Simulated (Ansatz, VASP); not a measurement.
## Nb in VASP and in Ansatz

```xyz
1
Lattice="0.0423 2.1362 2.1362 2.1362 0.0423 2.1362 2.1362 2.1362 0.0423" Properties=species:S:1:pos:R:3 pbc="T T T"
Nb    0.0000    0.0000    0.0000
```

Change from the starting cell: equal xy, yz and zx shear strains of +2 %.

Alike in both runs: task single point; functional PBE; k mesh 13 × 13 × 13; occupations fermi-dirac, width 0.08 eV; no spin polarisation.

|  | VASP | Ansatz |
| --- | --- | --- |
| version | VASP 6.6.1 | Ansatz 0.2.0 |
| potentials or method | VASP PAW PBE potentials, release 64 (Nb_sv), cutoff 520 eV | all-electron LAPW, scalar-relativistic |

Ansatz gave:

| Property | Result |
| --- | --- |
| pressure (GPa) | -1.1 |
| traceless stress, the component that is largest in VASP (GPa) | 0.80 |

Task: Which values does VASP return?

Result: Pressure (GPa): -1.5; traceless stress, the component that is largest in VASP (GPa): 0.78.

Ansatz ran all-electron here, and VASP with PAW potentials.
